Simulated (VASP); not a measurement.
# MnAl3 (Fm-3m) in VASP: further runs

Runs on MnAl3. Level: PBE. Tasks: single point.

Program: VASP 6.6.1. These are calculated values, not measurements. Logs are shortened: lines on timing, memory, paths and dates and some standing lists are left out, and cuts for length are marked.

## (1) The cell of the first run

The structure is cubic, space group Fm-3m (No. 225). The conventional cell has a = 6.062 Å, b = 6.062 Å, c = 6.062 Å, α = 90.00°, β = 90.00°, γ = 90.00°. Al (site symmetry -43m) has 10 Al at 2.63 to 3.03 Å and 4 Mn at 2.63 Å within 3.5 Å. Within 3.5 Å of Al (site symmetry m-3m) lie 8 Al at 2.63 Å and 6 Mn at 3.03 Å. Mn (site symmetry m-3m) has 14 Al at 2.63 to 3.03 Å within 3.5 Å.

## (2) Single point, PBE, collinear spin, ferromagnetic start

INCAR

```
SYSTEM = MnAl3
  PREC = Accurate
  ENCUT = 520
  EDIFF = 1E-7
  ISMEAR = 0
  SIGMA = 0.1
  LREAL = .False.
  LASPH = .True.
  NELM = 150
  ALGO = Normal
  ISIF = 2
  LWAVE = .False.
  LCHARG = .True.
  ISPIN = 2
  MAGMOM = 0 0 0 4
  LORBIT = 11
  LMAXMIX = 4
  GGA = PE
  LELF = .True.
  LVHAR = .True.
  NBANDS = 23
```

KPOINTS

```
regular mesh
0
Gamma
  6 6 6
  0 0 0
```

POSCAR

```
MnAl3
1.0
    0.0000000000      3.0311567796      3.0311567796
    3.0311567796      0.0000000000      3.0311567796
    3.0311567796      3.0311567796      0.0000000000
Al Mn
3 1
Direct
    0.2500000000      0.2500000000      0.2500000000
    0.7500000000      0.7500000000      0.7500000000
    0.5000000000      0.5000000000      0.5000000000
    0.0000000000      0.0000000000      0.0000000000
```

Potentials or basis: VASP PAW PBE potentials, release 64 (Al, Mn_pv).

Launch:

```
> cat potpaw_PBE.64/Al/POTCAR potpaw_PBE.64/Mn_pv/POTCAR > POTCAR
> mpirun -np 1 vasp_std > vasp.out
```

OUTCAR:

```text
SYSTEM = MnAl3
   PREC = Accurate
   ENCUT = 520
   EDIFF = 1E-7
   ISMEAR = 0
   LREAL = .False.
   LASPH = .True.
   NELM = 150
   ISIF = 2
   ISPIN = 2
   LORBIT = 11
   GGA = PE

 ion  position               nearest neighbor table
   1  0.250  0.250  0.250-   4 2.63   4 2.63   4 2.63   3 2.63   4 2.63   3 2.63   3 2.63   3 2.63
                             2 3.03   2 3.03   2 3.03   2 3.03   2 3.03   2 3.03
   2  0.750  0.750  0.750-   3 2.63   3 2.63   3 2.63   3 2.63   4 2.63   4 2.63   4 2.63   4 2.63
                             1 3.03   1 3.03   1 3.03   1 3.03   1 3.03   1 3.03
   3  0.500  0.500  0.500-   1 2.63   1 2.63   1 2.63   1 2.63   2 2.63   2 2.63   2 2.63   2 2.63
                             4 3.03   4 3.03   4 3.03   4 3.03   4 3.03   4 3.03
   4  0.000  0.000  0.000-   2 2.63   2 2.63   2 2.63   1 2.63   2 2.63   1 2.63   1 2.63   1 2.63
                             3 3.03   3 3.03   3 3.03   3 3.03   3 3.03   3 3.03

  LATTYP: Found a face centered cubic cell.
 ALAT       =     6.0623135592

  Lattice vectors:

 A1 = (   0.0000000000,   3.0311567796,   3.0311567796)
 A2 = (   3.0311567796,   0.0000000000,   3.0311567796)
 A3 = (   3.0311567796,   3.0311567796,   0.0000000000)

Analysis of symmetry for initial positions (statically):
=====================================================================
 Subroutine PRICEL returns:
 Original cell was already a primitive cell.

 Routine SETGRP: Setting up the symmetry group for a
 face centered cubic supercell.

 Subroutine GETGRP returns: Found 48 space group operations
 (whereof 48 operations were pure point group operations)
 out of a pool of 48 trial point group operations.

The static configuration has the point symmetry O_h .

Analysis of symmetry for dynamics (positions and initial velocities):
=====================================================================
 Subroutine PRICEL returns:
 Original cell was already a primitive cell.

 Routine SETGRP: Setting up the symmetry group for a
 face centered cubic supercell.

 Subroutine GETGRP returns: Found 48 space group operations
 (whereof 48 operations were pure point group operations)
 out of a pool of 48 trial point group operations.

The dynamic configuration has the point symmetry O_h .

Analysis of structural, dynamic, and magnetic symmetry:
=====================================================================
 Subroutine PRICEL returns:
 Original cell was already a primitive cell.

 Routine SETGRP: Setting up the symmetry group for a
 face centered cubic supercell.

 Subroutine GETGRP returns: Found 48 space group operations
 (whereof 48 operations were pure point group operations)
 out of a pool of 48 trial point group operations.
[... 125 lines left out ...]
   LEPSILON=     F    determine dielectric tensor
   LRPA    =     F    only Hartree local field effects (RPA)
 spin polarized calculation
 Gauss-broadening in eV      SIGMA  =   0.10
  energy-cutoff  :      520.00
  volume of cell :       55.70
 maximum number of plane-waves:      1524
   NGX = 15   NGY = 15   NGZ = 15

 number of electron      22.0000002 magnetization       1.2071006

 Free energy of the ion-electron system (eV)
  ---------------------------------------------------
  ext. energy  EPLUGINS =         0.00000000
  ---------------------------------------------------
  free energy    TOTEN  =       -19.91038936 eV

  energy without entropy =      -19.88762010  energy(sigma->0) =      -19.89900473

 E-fermi :   9.2651     XC(G=0): -11.2275

 val. band max:        9.2591759825   @ k =   0.3333   0.3333   0.0000
 cond. band min:       9.2984616330   @ k =   0.5000   0.1667   0.0000
 fundamental gap:      0.0392856505
 Fermi energy:         9.2650829189

 spin component 1

 k-point     1 :       0.0000    0.0000    0.0000
  band No.  band energies     occupation
      1     -38.8036      1.00000
      2     -38.8036      1.00000
      3     -38.8036      1.00000
      4      -2.0476      1.00000
      5       6.3926      1.00000
      6       6.3926      1.00000
[... 405 lines left out ...]
     22      20.2267      0.00000
     23      20.3169      0.00000
 Fermi energy:         9.2650829189

 spin component 2

 k-point     1 :       0.0000    0.0000    0.0000
  band No.  band energies     occupation
      1     -37.5018      1.00000
      2     -37.5018      1.00000
      3     -37.5018      1.00000
      4      -2.0514      1.00000
      5       6.7714      1.00000
      6       6.7714      1.00000
[... 405 lines left out ...]
     22      20.3603      0.00000
     23      20.3804      0.00000

------------------------ aborting loop because EDIFF is reached ----------------------------------------

  FORCE on cell =-STRESS in cart. coord.  units (eV):
  Direction    XX          YY          ZZ          XY          YZ          ZX
  --------------------------------------------------------------------------------------
  -------------------------------------------------------------------------------------
  Total        0.1660838      0.1660838      0.1660838     -0.0000000      0.0000000      0.0000000
  in kB        4.7773024      4.7773024      4.7773024     -0.0000000      0.0000000      0.0000000
  external PRESSURE =       4.7773024 kB  Pullay stress =       0.0000000 kB

 VOLUME and BASIS-vectors are now :
 -----------------------------------------------------------------------------
  energy-cutoff  :      520.00
  volume of cell :       55.70
      direct lattice vectors                 reciprocal lattice vectors
     0.000000000  3.031156780  3.031156780    -0.164953526  0.164953526  0.164953526
     3.031156780  0.000000000  3.031156780     0.164953526 -0.164953526  0.164953526
     3.031156780  3.031156780  0.000000000     0.164953526  0.164953526 -0.164953526

 POSITION                                       TOTAL-FORCE (eV/Angst)
 -----------------------------------------------------------------------------------
      1.51558      1.51558      1.51558        -0.000000     -0.000000     -0.000000
      4.54674      4.54674      4.54674         0.000000      0.000000      0.000000
      3.03116      3.03116      3.03116         0.000000      0.000000     -0.000000
      0.00000      0.00000      0.00000         0.000000     -0.000000     -0.000000
 -----------------------------------------------------------------------------------
    total drift:                                0.000000     -0.000000      0.000000

  FREE ENERGIE OF THE ION-ELECTRON SYSTEM (eV)
  ---------------------------------------------------
  free  energy   TOTEN  =       -19.9103893637 eV

  energy  without entropy=      -19.8876201030  energy(sigma->0) =      -19.89900473

 total charge

# of ion       s       p       d       tot
------------------------------------------
    1        0.395   0.402   0.000   0.797
    2        0.395   0.402   0.000   0.797
    3        0.390   0.401   0.000   0.791
    4        0.332   6.231   5.249  11.811
--------------------------------------------------
tot          1.512   7.435   5.249  14.196

 magnetization (x)

# of ion       s       p       d       tot
------------------------------------------
    1       -0.014  -0.011   0.000  -0.025
    2       -0.014  -0.011   0.000  -0.025
    3       -0.013  -0.009   0.000  -0.022
    4        0.004   0.034   1.234   1.272
--------------------------------------------------
tot         -0.036   0.002   1.234   1.200
```

OSZICAR:

```text
N       E                     dE             d eps       ncg     rms          rms(c)
DAV:   1     0.126235612882E+03    0.12624E+03   -0.11002E+04  1512   0.923E+02
DAV:   2    -0.170109624334E+02   -0.14325E+03   -0.13694E+03  1591   0.247E+02
DAV:   3    -0.219120484611E+02   -0.49011E+01   -0.48593E+01  1777   0.483E+01
DAV:   4    -0.219807260261E+02   -0.68678E-01   -0.68660E-01  1689   0.576E+00
DAV:   5    -0.219826671191E+02   -0.19411E-02   -0.19410E-02  1790   0.976E-01    0.186E+01
DAV:   6    -0.338751124884E+02   -0.11892E+02   -0.97234E+01  1598   0.650E+01    0.417E+01
DAV:   7    -0.198383181371E+02    0.14037E+02   -0.38210E+01  1662   0.598E+01    0.393E+00
DAV:   8    -0.199389200579E+02   -0.10060E+00   -0.84950E-01  1598   0.516E+00    0.203E+00
DAV:   9    -0.199100894020E+02    0.28831E-01   -0.10971E-01  1683   0.194E+00    0.134E+00
DAV:  10    -0.199105548467E+02   -0.46544E-03   -0.11680E-02  1761   0.615E-01    0.442E-01
DAV:  11    -0.199103713385E+02    0.18351E-03   -0.40621E-03  1668   0.399E-01    0.207E-01
DAV:  12    -0.199103721919E+02   -0.85339E-06   -0.11843E-03  1696   0.218E-01    0.873E-02
DAV:  13    -0.199103842785E+02   -0.12087E-04   -0.99132E-05  1712   0.719E-02    0.314E-02
DAV:  14    -0.199103887404E+02   -0.44619E-05   -0.18223E-05  1754   0.234E-02    0.135E-02
DAV:  15    -0.199103892429E+02   -0.50243E-06   -0.87024E-06  1704   0.164E-02    0.572E-03
DAV:  16    -0.199103893691E+02   -0.12625E-06   -0.12927E-06  1753   0.619E-03    0.216E-03
DAV:  17    -0.199103893637E+02    0.53565E-08   -0.17428E-07  1037   0.278E-03
   1 F= -.19910389E+02 E0= -.19899005E+02  d E =-.227693E-01  mag=     1.2072
```

It took 50 s on 1 thread of Intel Xeon 8259CL, shared host; peak memory 0.21 GiB.

What came out:

```yaml
Free_energy: -19.9104 eV
Pressure: 0.5 GPa
Net_moment: 1.21 μB per cell
Site_moments: Al -0.03, -0.02; Mn +1.27 μB
Valence_electrons_inside_the_program's_atomic_spheres: Al 0.80, 0.79; Mn 11.81
```

Caveat: the moment fell far below its start of 4 μB, so a state of higher moment may lie lower in energy.

[end of part 1 of 3]
